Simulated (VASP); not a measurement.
**As: single point with PBE+D3(BJ)**

Slab: As, a slab with vacuum.

```xyz
4
Lattice="3.5713 0.0000 0.0000 -1.7857 3.0929 0.0000 0.0000 0.0000 20.2953" Properties=species:S:1:pos:R:3 pbc="T T T"
As    0.0000    2.0619    5.8981
As    1.7857    1.0310    4.5000
As   -1.7857    3.0929   11.0792
As    0.0000    2.0619    9.6811
```

- Program: VASP 6.6.1
- Task: single point
- Functional: PBE
- Dispersion: D3(BJ)
- Potentials or basis: VASP PAW PBE potentials, release 64 (As)
- Cutoff: 520 eV
- k mesh: 9 × 9 × 1
- Occupations: gaussian, width 0.05 eV
- Spin: no spin polarisation

```yaml
Largest_force: 0.092 eV/Å
Band_gap_on_the_k_mesh: 1.26 eV, indirect (least direct gap 1.74 eV)
Dispersion_energy_per_atom: -0.255 eV
```

Forces on the atoms (eV/Å):
```
As   0.000  0.000  0.091
As   0.000  0.000 -0.092
As   0.000  0.000  0.092
As   0.000  0.000 -0.091
```

Levels at points of the mesh, in eV from the valence-band top:
```csv
k point,band 8,band 9,band 10,band 11,band 12,band 13
"(0.00, 0.00, 0.00)",-0.05,-0.02,-0.02,1.88,2.30,3.44
```

Run time: 43 s on 1 thread of Intel(R) Xeon(R) 6975P-C (Granite Rapids), on a shared host, peak memory 0.33 GiB.
